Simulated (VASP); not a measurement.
Pt, 2 atoms in the cell. It takes space group P6_3/mmc (No. 194, hexagonal). The conventional cell has a = 2.763 Å, b = 2.763 Å, c = 4.580 Å, α = 90.00°, β = 90.00°, γ = 120.00°. Within 3.6 Å of Pt (site symmetry -6m2) lie 12 Pt at 2.76 to 2.79 Å. This isn't the form of Pt at room conditions, which is fcc. This cell differs from its parent crystal: ratio of the length along z to the lengths across it x 0.96, volume and fractional coordinates fixed.

- Program: VASP 6.6.1
- Task: single point
- Functional: PBEsol
- Potentials or basis: VASP PAW PBE potentials, release 64 (Pt)
- Cutoff: 520 eV
- k mesh: 30 × 30 × 14
- Occupations: gaussian, width 0.15 eV
- Spin: no spin polarisation
- Dipole correction: no
- Further INCAR settings: ALGO = Fast; EDIFF = 1e-06; NBANDS = 17

Potentials or basis: VASP PAW PBE potentials, release 64 (Pt).

Launch:

```bash
$ cat potpaw_PBE.64/Pt/POTCAR > POTCAR
$ mpirun -np 1 vasp_std > vasp.out
```

Hardware: 1 thread of Intel Xeon 8259CL, with other jobs on the host.

Problem. How long does it take, and how much memory?

Solution. Run time: 7.4 min on 1 thread of Intel Xeon 8259CL (shared host), peak memory 0.41 GiB. Counts: scf iterations 13, k points 728.
